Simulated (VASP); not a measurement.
**SnSe2: single point with PBE+D3(BJ)**

SnSe2:

```xyz
3
Lattice="3.6586 0.0000 0.0000 -1.8293 3.1684 0.0000 0.0000 0.0000 6.1370" Properties=species:S:1:pos:R:3 pbc="T T T"
Sn    0.0000    0.0000    0.0000
Se    0.0000    2.1123    1.5342
Se    1.8293    1.0561    4.6027
```

This cell differs from its parent crystal: strain -0.040 along x and y, +0.000 along z.

```yaml
Program: VASP 6.6.1
Task: single point
Functional: PBE
Dispersion: D3(BJ)
Potentials_or_basis: VASP PAW PBE potentials, release 64 (Sn_d, Se)
Cutoff: 520 eV
k_mesh: 9 × 9 × 6
Occupations: gaussian, width 0.05 eV
Spin: no spin polarisation
Dipole_correction: no
Further_INCAR_settings: ALGO = Normal; EDIFF = 1e-07; NBANDS = 20
```

| Quantity | Value |
| --- | --- |
| Pressure | 10.8 GPa |
| Largest force | 1.449 eV/Å |
| Band gap on the k mesh | 0.74 eV (least direct gap 1.36 eV) |
| Dispersion energy per atom | -0.392 eV |

Forces on the atoms (eV/Å):
```
Sn   0.000  0.000  0.000
Se   0.000  0.000  1.449
Se   0.000  0.000 -1.449
```

Stress tensor (GPa, compression positive):
```
11.28  0.00  0.00
 0.00 11.28  0.00
 0.00  0.00  9.71
```

Levels at points of the mesh, in eV from the valence-band top:
```tsv
k point	band 11	band 12	band 13	band 14	band 15	band 16
(0.00, 0.00, 0.00)	-0.33	-0.26	-0.26	1.66	3.24	4.92
(0.00, 0.00, 0.50)	-0.70	-0.11	-0.11	3.07	3.26	4.66
```

It took 57 s on 1 thread of AMD EPYC 9R45 96-Core Processor (Zen 5), on a shared host, peak memory 0.22 GiB.

Caveat: the cell differs from its parent crystal (strain -0.040 along x and y, +0.000 along z); the cell stands under pressure; spin-orbit coupling is left out, which moves the levels of the heavy elements; an odd mesh through Γ misses points on the zone boundary, where band edges can lie; forces of over 1 eV/Å act on the atoms, so gaps and moduli don't describe the material at rest.
